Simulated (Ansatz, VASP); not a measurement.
## Si2B3: VASP beside Ansatz

```xyz
10
Lattice="0.0000 -3.1371 0.0000 -3.0403 1.5685 -0.0176 1.7612 0.0000 -11.0713" Properties=species:S:1:pos:R:3 pbc="T T T"
Si   -1.1610   -1.5685   -9.2585
Si   -2.0416   -1.5685   -3.7229
Si    0.3778    0.0000   -6.7131
Si   -0.5028    0.0000   -1.1774
B    -0.8286   -1.5685   -5.8236
B    -1.7091   -1.5685   -0.2879
B     0.1879    0.0000  -10.4276
B    -0.6927    0.0000   -4.8919
B    -0.1752    0.0000   -8.6495
B    -1.0557    0.0000   -3.1139
```

Alike in both runs: task single point; functional PBE; k mesh 8 × 8 × 2; occupations gaussian, width 0.2 eV; no spin polarisation.

```csv
,VASP,Ansatz
version,VASP 6.6.1,Ansatz 0.2.0
potentials or method,"VASP PAW PBE potentials, release 64 (Si, B), cutoff 500 eV","scalar-relativistic, plane waves, PAW"
valence electrons in the cell,34,34
```

```tsv
	VASP	Ansatz	Ansatz less VASP
gap on the k mesh at the Fermi level (eV)	none	none	-
pressure (GPa)	0.1	0.1	+0.06
traceless stress, the component that is largest in VASP (GPa)	0.27	0.30	+0.031
rms of the force components (eV/Å)	0.031	0.030	-0.0007
```

Atom by atom the forces differ by 0.004 eV/Å (rms over components). A gap of «none» marks a metal or a gap that the smearing closes.
